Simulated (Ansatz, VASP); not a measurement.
**Zr: VASP beside Ansatz**

The input INCAR:

```
SYSTEM = Zr
ALGO = Normal ; EDIFF = 1E-6
ENCUT = 520 ; GGA = PS
ISIF = 2 ; ISMEAR = -1
LASPH = .TRUE. ; LCHARG = .FALSE.
LREAL = .FALSE. ; LWAVE = .FALSE.
NBANDS = 12 ; NELM = 100
PREC = Accurate ; SIGMA = 0.08
```

KPOINTS

```
k-points
0
G
  15 15 15
  0 0 0
```

Contents of POSCAR:

```
Zr
1.0
   -1.3497139939      1.3497139939      1.3497139939
    1.3497139939     -1.3497139939      1.3497139939
    1.3497139939      1.3497139939     -1.3497139939
Zr
1
Direct
    0.0000000000      0.0000000000      0.0000000000
```

Input for Ansatz:

```yaml
crystal:
  lattice:
    - [-1.3497139939, 1.3497139939, 1.3497139939]
    - [1.3497139939, -1.3497139939, 1.3497139939]
    - [1.3497139939, 1.3497139939, -1.3497139939]
  atoms:
    - { symbol: Zr, position: [0.0, 0.0, 0.0] }
kpoints:
  mp_grid: { grid: [15, 15, 15] }
scf:
  occupations: { method: fermi_dirac, width: 0.08 }
hamiltonian:
  xc: pbesol
  pseudopotentials: { kind: all_electron, lapw: { basis_error: 0.001 } }
output:
  forces: true
  stress: true
  eigenvalues: true
  populations: true
```

Change from the starting cell: volume scaled by 0.45, LAPW.

Alike in both runs: task single point; functional PBEsol; k mesh 15 × 15 × 15; occupations fermi-dirac, width 0.08 eV; no spin polarisation.

|  | VASP | Ansatz |
| --- | --- | --- |
| version | VASP 6.6.1 | Ansatz 0.2.0 |
| potentials or method | VASP PAW PBE potentials, release 64 (Zr_sv), cutoff 520 eV | all-electron LAPW, scalar-relativistic |

|  | VASP | Ansatz | Ansatz less VASP |
| --- | --- | --- | --- |
| pressure (GPa) | 307.7 | 302.9 | -4.79 |

VASP's potentials were made for PBE, not for PBEsol. Both programs put the cell under a high pressure, so it lies far from rest at this level. Ansatz ran all-electron here, and VASP with PAW potentials.

Noted on VASP's run: the cell as given lies far from equilibrium.
